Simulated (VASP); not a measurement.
# P (Pm-3m) in VASP: notebook

Runs on P. Level: RPBE. Tasks: single point.

Everything below comes from runs of VASP 6.6.1. Logs are shortened: lines on timing, memory, paths and dates and some standing lists are left out, and cuts for length are marked.

## (1) The cell of the first run

It takes space group Pm-3m (No. 221, cubic). Conventional cell: a = 2.354 Å, b = 2.354 Å, c = 2.354 Å, α = 90.00°, β = 90.00°, γ = 90.00°. P (site symmetry m-3m) has 6 P at 2.35 Å within 3.1 Å.

## (2) Single point, RPBE (volume scaled by 0.88)

File INCAR:

```
  PREC = Accurate
  ENCUT = 520
  EDIFF = 1E-7
  ISMEAR = -1
  SIGMA = 0.1
  LREAL = F
  LASPH = T
  NELM = 60
  ALGO = Normal
  ISIF = 2
  LWAVE = F
  LCHARG = T
  GGA = RP
  LELF = T
  LVHAR = T
  NBANDS = 8
```

File KPOINTS:

```
Automatic mesh
0
Gamma
  14 14 14
```

File POSCAR:

```
P
1.0
    2.3538034675      0.0000000000      0.0000000000
    0.0000000000      2.3538034675      0.0000000000
    0.0000000000      0.0000000000      2.3538034675
P
1
Direct
    0.0000000000      0.0000000000      0.0000000000
```

Potentials or basis: VASP PAW PBE potentials, release 64 (P).

Launch:

```
$ cat potpaw_PBE.64/P/POTCAR > POTCAR
$ mpirun -np 1 vasp_std > vasp.out
```

OUTCAR:

```text
PREC = Accurate
   ENCUT = 520
   EDIFF = 1E-7
   ISMEAR = -1
   LREAL = F
   LASPH = T
   NELM = 60
   ISIF = 2
   GGA = RP

 ion  position               nearest neighbor table
   1  0.000  0.000  0.000-

  LATTYP: Found a simple cubic cell.
 ALAT       =     2.3538034675

  Lattice vectors:

 A1 = (   2.3538034675,   0.0000000000,   0.0000000000)
 A2 = (   0.0000000000,   2.3538034675,   0.0000000000)
 A3 = (   0.0000000000,   0.0000000000,   2.3538034675)

Analysis of symmetry for initial positions (statically):
=====================================================================
 Subroutine PRICEL returns:
 Original cell was already a primitive cell.

 Routine SETGRP: Setting up the symmetry group for a
 simple cubic supercell.

 Subroutine GETGRP returns: Found 48 space group operations
 (whereof 48 operations were pure point group operations)
 out of a pool of 48 trial point group operations.

The static configuration has the point symmetry O_h .

Analysis of symmetry for dynamics (positions and initial velocities):
=====================================================================
 Subroutine PRICEL returns:
 Original cell was already a primitive cell.

 Routine SETGRP: Setting up the symmetry group for a
 simple cubic supercell.

 Subroutine GETGRP returns: Found 48 space group operations
 (whereof 48 operations were pure point group operations)
 out of a pool of 48 trial point group operations.

The dynamic configuration has the point symmetry O_h .

 Subroutine INISYM returns: Found 48 space group operations
 (whereof 48 operations are pure point group operations),
 and found     1 'primitive' translations

----------------------------------------------------------------------------------------

                                     Primitive cell

  volume of cell :      13.0410

  direct lattice vectors                    reciprocal lattice vectors
     2.353803468  0.000000000  0.000000000     0.424844306  0.000000000  0.000000000
     0.000000000  2.353803468  0.000000000     0.000000000  0.424844306  0.000000000
     0.000000000  0.000000000  2.353803468     0.000000000  0.000000000  0.424844306

  length of vectors
     2.353803468  2.353803468  2.353803468     0.424844306  0.424844306  0.424844306

  position of ions in fractional coordinates (direct lattice)
     0.000000000  0.000000000  0.000000000

  ion indices of the primitive-cell ions
   primitive index   ion index
                 1           1

----------------------------------------------------------------------------------------

 KPOINTS: Automatic mesh

Automatic generation of k-mesh.
 Grid dimensions read from file:
 generate k-points for:   14   14   14

 Generating k-lattice:

  Cartesian coordinates                     Fractional coordinates (reciprocal lattice)
     0.030346022  0.000000000  0.000000000     0.071428571  0.000000000  0.000000000
     0.000000000  0.030346022  0.000000000     0.000000000  0.071428571  0.000000000
     0.000000000  0.000000000  0.030346022     0.000000000  0.000000000  0.071428571

  Length of vectors
     0.030346022  0.030346022  0.030346022

  Shift w.r.t. Gamma in fractional coordinates (k-lattice)
     0.000000000  0.000000000  0.000000000

 Subroutine IBZKPT returns following result:
 ===========================================

 Found    120 irreducible k-points:

 Following reciprocal coordinates:
            Coordinates               Weight
  0.000000  0.000000  0.000000      1.000000
  0.071429  0.000000  0.000000      6.000000
  0.142857  0.000000  0.000000      6.000000
  0.214286  0.000000  0.000000      6.000000
  0.285714  0.000000  0.000000      6.000000
  0.357143  0.000000  0.000000      6.000000
[... 16 lines left out ...]
  0.285714  0.214286  0.000000     24.000000
  0.357143  0.214286  0.000000     24.000000
 [... further k-points ...]
   k-points           NKPTS =    120   k-points in BZ     NKDIM =    120   number of bands    NBANDS=      8
   number of dos      NEDOS =    301   number of ions     NIONS =      1
   total plane-waves  NPLWV =   5832
   dimension x,y,z NGX =    18 NGY =   18 NGZ =   18
   dimension x,y,z NGXF=    36 NGYF=   36 NGZF=   36
   ions per type =               1
   NGX,Y,Z   is equivalent  to a cutoff of  12.71, 12.71, 12.71 a.u.
   NGXF,Y,Z  is equivalent  to a cutoff of  25.43, 25.43, 25.43 a.u.
 SYSTEM =  unknown system
   PREC   = accura    normal or accurate (medium, high low for compatibility)
   ISTART =      0    job   : 0-new  1-cont  2-samecut
   ICHARG =      2    charge: 1-file 2-atom 10-const
   ISPIN  =      1    spin polarized calculation?
   LNONCOLLINEAR =      F non collinear calculations
   LSORBIT =      F    spin-orbit coupling
   LASPH  =      T    aspherical Exc in radial PAW
   ENCUT  =  520.0 eV  38.22 Ry    6.18 a.u.   4.38  4.38  4.38*2*pi/ulx,y,z
   NELM   =     60;   NELMIN=  2; NELMDL= -5     # of ELM steps
   EDIFF  = 0.1E-06   stopping-criterion for ELM
   LREAL  =      F    real-space projection
   EDIFFG = 0.1E-05   stopping-criterion for IOM
   NSW    =      0    number of steps for IOM
   IBRION =     -1    ionic relax: 0-MD 1-quasi-New 2-CG
   NFREE  =      0    steps in history (QN), initial steepest desc. (CG)
   ISIF   =      2    stress and relaxation
   ISYM   =      2    0-nonsym 1-usesym 2-fastsym
   POTIM  = 0.5000    time-step for ionic-motion
   TEBEG  =    0.0;   TEEND  =   0.0 temperature during run
   PSTRESS=    0.0 pullay stress
   NELECT =       5.0000    total number of electrons
   NUPDOWN=      -1.0000    fix difference up-down
   EMIN   =  10.00;   EMAX   =-10.00  energy-range for DOS
   EFERMI =   0.00;   METHOD = LEGACY
   ISMEAR =    -1;   SIGMA  =   0.10  broadening in eV -4-tet -1-fermi 0-gaus
   EFERMI_NEDOS =   21; number of points for ismear=-14 and -15
   IALGO  =     38    algorithm
   IMIX   =      4    mixing-type and parameters
     AMIX     =   0.40;   BMIX     =  1.00
     AMIX_MAG =   1.60;   BMIX_MAG =  1.00
  volume/ion in A,a.u.               =      13.04        88.00
  Fermi-wavevector in a.u.,A,eV,Ry     =   1.189309  2.247468 19.244835  1.414455
  Thomas-Fermi vector in A             =   2.325419
   LORBIT       =      0    0 simple, 1 ext, 2 COOP (PROOUT), +10 PAW based schemes
   GGA     = RP    functional components
   LHFCALC =     F    Hartree Fock is set to
   AEXX    =    0.0000 exact exchange contribution
   IVDW    =     0    specifies the selected vdW correction
   LEPSILON=     F    determine dielectric tensor
   LRPA    =     F    only Hartree local field effects (RPA)
 non-spin polarized calculation
  energy-cutoff  :      520.00
  volume of cell :       13.04
 maximum number of plane-waves:       365
 NGX is ok and might be reduce to    18
   NGX =  9   NGY =  9   NGZ =  9

 number of electron       5.0000002 magnetization

 Free energy of the ion-electron system (eV)
  ---------------------------------------------------
  ext. energy  EPLUGINS =         0.00000000
  ---------------------------------------------------
  free energy    TOTEN  =        -4.81076259 eV

  energy without entropy =       -4.79918447  energy(sigma->0) =       -4.80497353

 E-fermi :  11.3548     XC(G=0): -11.7423

 val. band max:       11.3181034172   @ k =   0.2857   0.2143   0.0714
 cond. band min:      11.3911843252   @ k =   0.5000   0.2857   0.2143
 fundamental gap:      0.0730809081
 Fermi energy:        11.3548202808

 k-point     1 :       0.0000    0.0000    0.0000
  band No.  band energies     occupation
      1      -6.3203      2.00000
      2      17.0426      0.00000
      3      17.0426      0.00000
      4      17.0426      0.00000
      5      17.9202      0.00000
      6      17.9202      0.00000
      7      27.1376      0.00000
      8      37.2080      0.00000

 k-point     2 :       0.0714    0.0000    0.0000
  band No.  band energies     occupation
      1      -6.1930      2.00000
      2      14.6214      0.00000
      3      17.1448      0.00000
      4      17.1448      0.00000
      5      18.0209      0.00000
      6      20.1922      0.00000
      7      27.5613      0.00000
      8      36.2794      0.00000

 k-point     3 :       0.1429    0.0000    0.0000
  band No.  band energies     occupation
      1      -5.8128      2.00000
      2      11.8459      0.01463
      3      17.4484      0.00000
      4      17.4484      0.00000
      5      18.3164      0.00000
      6      22.4279      0.00000
      7      28.8849      0.00000
      8      34.2697      0.00000

 k-point     4 :       0.2143    0.0000    0.0000
  band No.  band energies     occupation
      1      -5.1848      2.00000
      2       9.1885      2.00000
      3      17.9425      0.00000
      4      17.9425      0.00000
      5      18.7839      0.00000
      6      24.1407      0.00000
      7      30.9431      0.00000
      8      32.0276      0.00000

 k-point     5 :       0.2857    0.0000    0.0000
  band No.  band energies     occupation
      1      -4.3215      2.00000
      2       6.7157      2.00000
      3      18.6008      0.00000
      4      18.6008      0.00000
      5      19.3756      0.00000
      6      25.5550      0.00000
      7      29.8933      0.00000
      8      29.8933      0.00000
[... 177 lines left out ...]
 k-point    22 :       0.2143    0.2143    0.0000
  band No.  band energies     occupation
      1      -4.0530      2.00000
      2       9.4382      2.00000
      3      11.1355      1.79923
      4      18.8311      0.00000
      5      22.2011      0.00000
      6      25.7114      0.00000
      7      29.4635      0.00000
      8      32.6390      0.00000

 k-point    23 :       0.2857    0.2143    0.0000
  band No.  band energies     occupation
      1      -3.1919      2.00000
      2       7.6039      2.00000
      3      11.2520      1.47298
      4      19.4803      0.00000
      5      21.9192      0.00000
      6      24.5787      0.00000
      7      30.6811      0.00000
      8      31.2753      0.00000

 k-point    24 :       0.3571    0.2143    0.0000
  band No.  band energies     occupation
      1      -2.1260      2.00000
      2       5.4764      2.00000
      3      12.0202      0.00258
      4      20.2281      0.00000
      5      20.4651      0.00000
      6      24.9255      0.00000
      7      28.8622      0.00000
      8      31.9834      0.00000

 [... further k-points ...]
[... 5 lines left out ...]
  --------------------------------------------------------------------------------------
  -------------------------------------------------------------------------------------
  Total        1.5075907      1.5075907      1.5075907      0.0000000      0.0000000     -0.0000000
  in kB      185.2180994    185.2180994    185.2180994      0.0000000      0.0000000     -0.0000000
  external PRESSURE =     185.2180994 kB  Pullay stress =       0.0000000 kB

 VOLUME and BASIS-vectors are now :
 -----------------------------------------------------------------------------
  energy-cutoff  :      520.00
  volume of cell :       13.04
      direct lattice vectors                 reciprocal lattice vectors
     2.353803468  0.000000000  0.000000000     0.424844306  0.000000000  0.000000000
     0.000000000  2.353803468  0.000000000     0.000000000  0.424844306  0.000000000
     0.000000000  0.000000000  2.353803468     0.000000000  0.000000000  0.424844306

 POSITION                                       TOTAL-FORCE (eV/Angst)
 -----------------------------------------------------------------------------------
      0.00000      0.00000      0.00000         0.000000      0.000000      0.000000
 -----------------------------------------------------------------------------------
    total drift:                               -0.000000      0.000000      0.000000

  FREE ENERGIE OF THE ION-ELECTRON SYSTEM (eV)
  ---------------------------------------------------
  free  energy   TOTEN  =        -4.8107625866 eV

  energy  without entropy=       -4.7991844694  energy(sigma->0) =       -4.80497353
```

It took 8.4 s on 1 thread of Intel Xeon Platinum 8259CL at 2.50GHz (Skylake/Cascade Lake), shared host; peak memory 0.12 GiB.

Results:

| Property | Result |
| --- | --- |
| Free energy | -4.8108 eV |
| Pressure | 18.5 GPa |

Caveat: the PAW data sets were made with another functional, which shifts forces and pressure a little.

## (3) Single point, RPBE (volume scaled by 0.92)

File INCAR:

```
SYSTEM = P
ALGO     = Normal         ! electronic algorithm
EDIFF    = 1E-6           ! SCF threshold, eV
ENCUT    = 520            ! plane-wave cutoff, eV
GGA      = RP             ! functional
ISIF     = 2              ! what is computed and relaxed
ISMEAR   = -1             ! smearing method
LASPH    = .TRUE.         ! aspherical terms in the spheres
LCHARG   = .FALSE.        ! write CHGCAR
LREAL    = .FALSE.        ! projectors in reciprocal space
LWAVE    = .FALSE.        ! write WAVECAR
NBANDS   = 8              ! bands
NELM     = 100            ! most SCF steps
PREC     = Accurate       ! precision mode
SIGMA    = 0.1            ! smearing width, eV
```

File KPOINTS:

```
k-points
0
G
  14 14 14
  0 0 0
```

File POSCAR:

```
P
1.0
    2.3889400427      0.0000000000      0.0000000000
    0.0000000000      2.3889400427      0.0000000000
    0.0000000000      0.0000000000      2.3889400427
P
1
Direct
    0.0000000000      0.0000000000      0.0000000000
```

Potentials or basis: VASP PAW PBE potentials, release 64 (P).

Launch:

```
$ cat potpaw_PBE.64/P/POTCAR > POTCAR
$ mpirun -np 1 vasp_std > vasp.out
```

It took 8 s on 1 thread of Intel Xeon Platinum 8259CL at 2.50GHz (Skylake/Cascade Lake), shared host; peak memory 0.11 GiB.

The run converged. Its results:

```
Free energy : -4.8644 eV
Pressure    : 10.7 GPa
```

Levels at points of the mesh, in eV from the Fermi level:
| k point | band 1 | band 2 | band 3 | band 4 | band 5 | band 6 | band 7 | band 8 |
| --- | --- | --- | --- | --- | --- | --- | --- | --- |
| (0.00, 0.00, 0.00) | -17.19 | 5.42 | 5.42 | 5.42 | 6.63 | 6.63 | 15.22 | 25.22 |
| (0.50, 0.00, 0.00) | -12.52 | -9.25 | 8.55 | 8.55 | 9.32 | 14.58 | 14.58 | 17.37 |
| (0.50, 0.50, 0.00) | -7.39 | -5.60 | -5.60 | 0.57 | 11.49 | 17.24 | 17.24 | 17.92 |
| (0.50, 0.50, 0.50) | -2.26 | -2.26 | -2.26 | -0.79 | 4.41 | 4.41 | 4.41 | 11.04 |

Caveat: the PAW data sets were made with another functional, which shifts forces and pressure a little.

(Continued in part 2 of 2.)
